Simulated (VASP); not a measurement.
Input of a VASP 6.6.1 run:

INCAR

```
SYSTEM = EuS
PREC     = Accurate       ! precision mode
ENCUT    = 600            ! plane-wave cutoff, eV
EDIFF    = 1E-6           ! SCF threshold, eV
ISMEAR   = -1             ! smearing method
SIGMA    = 0.05           ! smearing width, eV
LREAL    = .FALSE.        ! projectors in reciprocal space
LASPH    = .TRUE.         ! aspherical terms in the spheres
NELM     = 200            ! most SCF steps
ALGO     = Normal         ! electronic algorithm
ISIF     = 2              ! what is computed and relaxed
LWAVE    = .FALSE.        ! write WAVECAR
LCHARG   = .FALSE.        ! write CHGCAR
ISPIN    = 2              ! spin polarisation
MAGMOM   = 7 0            ! initial moments
LORBIT   = 11             ! projections on sites
LMAXMIX  = 6              ! l up to which the mixer works
GGA      = PE             ! functional
NBANDS   = 22             ! bands
GGA_COMPAT= .FALSE.
```

Contents of KPOINTS:

```
Automatic mesh
0
G
  10 10 10
  0 0 0
```

The input POSCAR:

```
EuS
1.0
    0.0000000000      2.9585094648      2.9585094648
    2.9585094648      0.0000000000      2.9585094648
    2.9585094648      2.9585094648      0.0000000000
Eu S
1 1
Direct
    0.0000000000      0.0000000000      0.0000000000
    0.5000000000      0.5000000000      0.5000000000
```

Potentials or basis: VASP PAW PBE potentials, release 64 (Eu, S).

The run is started by

```sh
$ cat potpaw_PBE.64/Eu/POTCAR potpaw_PBE.64/S/POTCAR > POTCAR
$ mpirun -np 1 vasp_std > vasp.out
```

Predict the net moment.

6.97 μB per cell.

Estimate the site moments.

Eu +6.58; S -0.07 μB.

Predict the pressure.

-1.9 GPa.

Caveat: a cell with one magnetic atom can't hold antiferromagnetic order, which such compounds often take. The state reached can hang on the start; a lower one may exist.
